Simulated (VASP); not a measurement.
# FeO (Fm-3m) in VASP: a series of runs

FeO is run at these levels: PBE+D4, PBEsol+D4, PBE; tasks: single point.

All numbers are computed with VASP 6.6.1; they aren't measurements. Logs are shortened: lines on timing, memory, paths and dates and some standing lists are left out, and cuts for length are marked.

### 1 The cell of the first run

The structure is cubic, space group Fm-3m (No. 225). Conventional cell: a = 4.282 Å, b = 4.282 Å, c = 4.282 Å, α = 90.00°, β = 90.00°, γ = 90.00°. Fe (site symmetry m-3m) has 6 O at 2.14 Å within 2.8 Å. Within 2.8 Å of O (site symmetry m-3m) lie 6 Fe at 2.14 Å.

### 2 Single point, PBE+D4, collinear spin, ferromagnetic start

INCAR reads:

```
SYSTEM = FeO
PREC     = Accurate       ! precision mode
ENCUT    = 700            ! plane-wave cutoff, eV
EDIFF    = 1E-6           ! SCF threshold, eV
ISMEAR   = -1             ! smearing method
SIGMA    = 0.05           ! smearing width, eV
LREAL    = .FALSE.        ! projectors in reciprocal space
LASPH    = .TRUE.         ! aspherical terms in the spheres
NELM     = 200            ! most SCF steps
ALGO     = Normal         ! electronic algorithm
ISIF     = 2              ! what is computed and relaxed
LWAVE    = .FALSE.        ! write WAVECAR
LCHARG   = .FALSE.        ! write CHGCAR
ISPIN    = 2              ! spin polarisation
MAGMOM   = 3 0            ! initial moments
LORBIT   = 11             ! projections on sites
LMAXMIX  = 4              ! l up to which the mixer works
GGA      = PE             ! functional
IVDW     = 13             ! dispersion correction
NBANDS   = 22             ! bands
GGA_COMPAT= .FALSE.
```

KPOINTS reads:

```
Automatic mesh
0
G
  11 11 11
  0 0 0
```

POSCAR reads:

```
FeO
1.0
    0.0000000000      2.1409337923      2.1409337923
    2.1409337923      0.0000000000      2.1409337923
    2.1409337923      2.1409337923      0.0000000000
Fe O
1 1
Direct
    0.0000000000      0.0000000000      0.0000000000
    0.5000000000      0.5000000000      0.5000000000
```

Potentials or basis: VASP PAW PBE potentials, release 64 (Fe_sv, O).

Command:

```bash
cat potpaw_PBE.64/Fe_sv/POTCAR potpaw_PBE.64/O/POTCAR > POTCAR
mpirun -np 1 vasp_std > vasp.out
```

OUTCAR:

```text
SYSTEM = FeO
   PREC = Accurate
   ENCUT = 700
   EDIFF = 1E-6
   ISMEAR = -1
   LREAL = .FALSE.
   LASPH = .TRUE.
   NELM = 200
   ISIF = 2
   ISPIN = 2
   LORBIT = 11
   GGA = PE
   IVDW = 13

 ion  position               nearest neighbor table
   1  0.000  0.000  0.000-   2 2.14   2 2.14   2 2.14   2 2.14   2 2.14   2 2.14
   2  0.500  0.500  0.500-   1 2.14   1 2.14   1 2.14   1 2.14   1 2.14   1 2.14

  LATTYP: Found a face centered cubic cell.
 ALAT       =     4.2818675846

  Lattice vectors:

 A1 = (   0.0000000000,   2.1409337923,   2.1409337923)
 A2 = (   2.1409337923,   0.0000000000,   2.1409337923)
 A3 = (   2.1409337923,   2.1409337923,   0.0000000000)

Analysis of symmetry for initial positions (statically):
=====================================================================
 Subroutine PRICEL returns:
 Original cell was already a primitive cell.

 Routine SETGRP: Setting up the symmetry group for a
 face centered cubic supercell.

 Subroutine GETGRP returns: Found 48 space group operations
 (whereof 48 operations were pure point group operations)
 out of a pool of 48 trial point group operations.

The static configuration has the point symmetry O_h .

Analysis of symmetry for dynamics (positions and initial velocities):
=====================================================================
 Subroutine PRICEL returns:
 Original cell was already a primitive cell.

 Routine SETGRP: Setting up the symmetry group for a
 face centered cubic supercell.

 Subroutine GETGRP returns: Found 48 space group operations
 (whereof 48 operations were pure point group operations)
 out of a pool of 48 trial point group operations.

The dynamic configuration has the point symmetry O_h .

Analysis of structural, dynamic, and magnetic symmetry:
=====================================================================
 Subroutine PRICEL returns:
 Original cell was already a primitive cell.

 Routine SETGRP: Setting up the symmetry group for a
 face centered cubic supercell.

 Subroutine GETGRP returns: Found 48 space group operations
 (whereof 48 operations were pure point group operations)
 out of a pool of 48 trial point group operations.

The overall configuration has the point symmetry O_h .

 Subroutine INISYM returns: Found 48 space group operations
 (whereof 48 operations are pure point group operations),
 and found     1 'primitive' translations

----------------------------------------------------------------------------------------

                                     Primitive cell
[... 114 lines left out ...]
  Thomas-Fermi vector in A             =   2.780706
   LORBIT       =     11    0 simple, 1 ext, 2 COOP (PROOUT), +10 PAW based schemes
   GGA     = PE    functional components
   LHFCALC =     F    Hartree Fock is set to
   AEXX    =    0.0000 exact exchange contribution
   IVDW    =    13    specifies the selected vdW correction
   LEPSILON=     F    determine dielectric tensor
   LRPA    =     F    only Hartree local field effects (RPA)
 spin polarized calculation
  energy-cutoff  :      700.00
  volume of cell :       19.63
 maximum number of plane-waves:       869
 NGX is ok and might be reduce to    28
   NGX = 13   NGY = 13   NGZ = 13

 number of electron      22.0000004 magnetization       4.0000585

 Free energy of the ion-electron system (eV)
  ---------------------------------------------------
  ext. energy  EPLUGINS =         0.00000000
  ---------------------------------------------------
  free energy    TOTEN  =       -15.04162266 eV

  energy without entropy =      -15.03032987  energy(sigma->0) =      -15.03597627

 E-fermi :  10.1042     XC(G=0): -12.6456

 val. band max:       10.0976642169   @ k =  -0.2727   0.3636   0.0909
 cond. band min:      10.1047259798   @ k =  -0.3636   0.2727   0.0909
 fundamental gap:      0.0070617629
 Fermi energy:        10.1041685874

 spin component 1

 k-point     1 :       0.0000    0.0000    0.0000
  band No.  band energies     occupation
      1     -79.8040      1.00000
      2     -45.8307      1.00000
      3     -45.8307      1.00000
      4     -45.8307      1.00000
      5     -10.8483      1.00000
      6       6.1554      1.00000
[... 589 lines left out ...]
     21      36.7201      0.00000
     22      38.4453      0.00000

 [... further k-points ...]

 spin component 2

 k-point     1 :       0.0000    0.0000    0.0000
  band No.  band energies     occupation
      1     -75.6416      1.00000
      2     -41.7616      1.00000
      3     -41.7616      1.00000
      4     -41.7616      1.00000
      5     -10.3167      1.00000
      6       6.7115      1.00000
[... 589 lines left out ...]
     21      37.5007      0.00000
     22      39.2363      0.00000

 [... further k-points ...]

------------------------ aborting loop because EDIFF is reached ----------------------------------------

  DFT-D4 for vdW energy calculation

  Edisp (eV):   -0.67739

  FORCE on cell =-STRESS in cart. coord.  units (eV):
  Direction    XX          YY          ZZ          XY          YZ          ZX
  --------------------------------------------------------------------------------------
  -------------------------------------------------------------------------------------
  Total       7.35070     7.35070     7.35070     0.00000     0.00000     0.00000
  in kB     600.06705   600.06705   600.06705     0.00000     0.00000     0.00000
  external pressure =      600.07 kB  Pullay stress =        0.00 kB

 VOLUME and BASIS-vectors are now :
 -----------------------------------------------------------------------------
  energy-cutoff  :      700.00
  volume of cell :       19.63
      direct lattice vectors                 reciprocal lattice vectors
     0.000000000  2.140933792  2.140933792    -0.233542953  0.233542953  0.233542953
     2.140933792  0.000000000  2.140933792     0.233542953 -0.233542953  0.233542953
     2.140933792  2.140933792  0.000000000     0.233542953  0.233542953 -0.233542953

 POSITION                                       TOTAL-FORCE (eV/Angst)
 -----------------------------------------------------------------------------------
      0.00000      0.00000      0.00000        -0.000000     -0.000000     -0.000000
      2.14093      2.14093      2.14093         0.000000      0.000000      0.000000
 -----------------------------------------------------------------------------------
    total drift:                                0.000000      0.000000      0.000000

  FREE ENERGIE OF THE ION-ELECTRON SYSTEM (eV)
  ---------------------------------------------------
  free  energy   TOTEN  =       -15.7190172473 eV

  energy  without entropy=      -15.7077244625  energy(sigma->0) =      -15.71337085

 total charge

# of ion       s       p       d       tot
------------------------------------------
    1        2.104   6.001   5.520  13.625
    2        1.552   3.453   0.000   5.005
--------------------------------------------------
tot          3.656   9.454   5.520  18.630

 magnetization (x)

# of ion       s       p       d       tot
------------------------------------------
    1        0.015   0.011   3.450   3.476
    2        0.031   0.269   0.000   0.300
--------------------------------------------------
tot          0.046   0.280   3.450   3.776
```

OSZICAR:

```text
N       E                     dE             d eps       ncg     rms          rms(c)
DAV:   1     0.329621523338E+03    0.32962E+03   -0.14138E+04  5014   0.159E+03
DAV:   2     0.147349160556E+01   -0.32815E+03   -0.30934E+03  5054   0.497E+02
DAV:   3    -0.172542704238E+02   -0.18728E+02   -0.18423E+02  5918   0.135E+02
DAV:   4    -0.175842113090E+02   -0.32994E+00   -0.32985E+00  5574   0.197E+01
DAV:   5    -0.175931677525E+02   -0.89564E-02   -0.89562E-02  5972   0.336E+00    0.170E+01
DAV:   6    -0.155394886719E+02    0.20537E+01   -0.15541E+01  7888   0.563E+01    0.252E+01
DAV:   7    -0.150668137839E+02    0.47267E+00   -0.23293E+00  7014   0.308E+01    0.111E+01
DAV:   8    -0.150559431551E+02    0.10871E-01   -0.11394E-01  5772   0.316E+00    0.599E+00
DAV:   9    -0.150413345312E+02    0.14609E-01   -0.31149E-02  7324   0.254E+00    0.928E-01
DAV:  10    -0.150413763394E+02   -0.41808E-04   -0.62501E-03  6474   0.119E+00    0.146E-01
DAV:  11    -0.150415809185E+02   -0.20458E-03   -0.67038E-04  6442   0.222E-01    0.693E-02
DAV:  12    -0.150416118293E+02   -0.30911E-04   -0.44414E-05  5968   0.663E-02    0.352E-02
DAV:  13    -0.150416232853E+02   -0.11456E-04   -0.22066E-05  5696   0.452E-02    0.115E-02
DAV:  14    -0.150416226585E+02    0.62685E-06   -0.99627E-07  4784   0.107E-02
   1 F= -.15719017E+02 E0= -.15713371E+02  d E =-.112928E-01  mag=     3.9999
```

It took 74 s on 1 thread of AMD EPYC 7R43 (Zen 3), shared host; peak memory 0.17 GiB.

Results:

* Free energy: -15.7190 eV
* Pressure: 60.0 GPa
* Band gap on the k mesh: zero (filled and empty bands overlap)
* Net moment: 4.00 μB per cell
* Site moments: Fe +3.48; O +0.30 μB
* Valence electrons inside the program's atomic spheres: Fe 13.62; O 5.00
* Dispersion energy per atom: -0.339 eV

Caveat: the cell stands under pressure; a cell with one magnetic atom can't hold antiferromagnetic order, which such compounds often take; semilocal functionals often make such compounds metallic where correlation or magnetic order opens a gap, which also shifts bond lengths.

### 3 Single point, PBEsol+D4, collinear spin, ferromagnetic start

INCAR reads:

```
PREC = Accurate ; ENCUT = 700
EDIFF = 1E-6 ; ISMEAR = -1
SIGMA = 0.05 ; LREAL = F
LASPH = T ; NELM = 200
ALGO = Normal ; ISIF = 2
LWAVE = F ; LCHARG = T
ISPIN = 2 ; MAGMOM = 3 0
LORBIT = 11 ; LMAXMIX = 4
GGA = PS ; IVDW = 13
LELF = T ; LVHAR = T
NBANDS = 22 ; GGA_COMPAT = F
```

KPOINTS reads:

```
regular mesh
0
Gamma
  11 11 11
```

POSCAR is that of step 2.

Potentials or basis: VASP PAW PBE potentials, release 64 (Fe_sv, O).

Command:

```bash
cat potpaw_PBE.64/Fe_sv/POTCAR potpaw_PBE.64/O/POTCAR > POTCAR
mpirun -np 1 vasp_std > vasp.out
```

Wall time 54 s (1 thread of Intel Xeon Platinum 8375C at 2.90GHz (Ice Lake), shared host); peak memory 0.21 GiB.

It converged, with:

```
Free energy                                           : -16.3578 eV
Pressure                                              : 27.5 GPa
Band gap on the k mesh                                : zero (filled and empty bands overlap)
Net moment                                            : 4.00 μB per cell
Site moments                                          : Fe +3.47; O +0.30 μB
Valence electrons inside the program's atomic spheres : Fe 13.62; O 4.98
Dispersion energy per atom                            : -0.195 eV
```

Levels at points of the mesh, in eV from the Fermi level:
Spin up:
```csv
k point,band 9,band 10,band 11,band 12,band 13,band 14,band 15,band 16,band 17,band 18
"(0.00, 0.00, 0.00)",-3.90,-3.90,-3.90,-3.67,-3.67,0.04,15.09,16.96,16.96,16.96
```
Spin down:
```
           k point  band 7  band 8  band 9  band 10  band 11  band 12
(0.00, 0.00, 0.00)   -3.39   -3.39   -0.77    -0.77    -0.77     0.13
```

Caveat: the cell stands under pressure; the PAW data sets were made with another functional, which shifts forces and pressure a little; a cell with one magnetic atom can't hold antiferromagnetic order, which such compounds often take; semilocal functionals often make such compounds metallic where correlation or magnetic order opens a gap, which also shifts bond lengths.

[end of part 1 of 2]
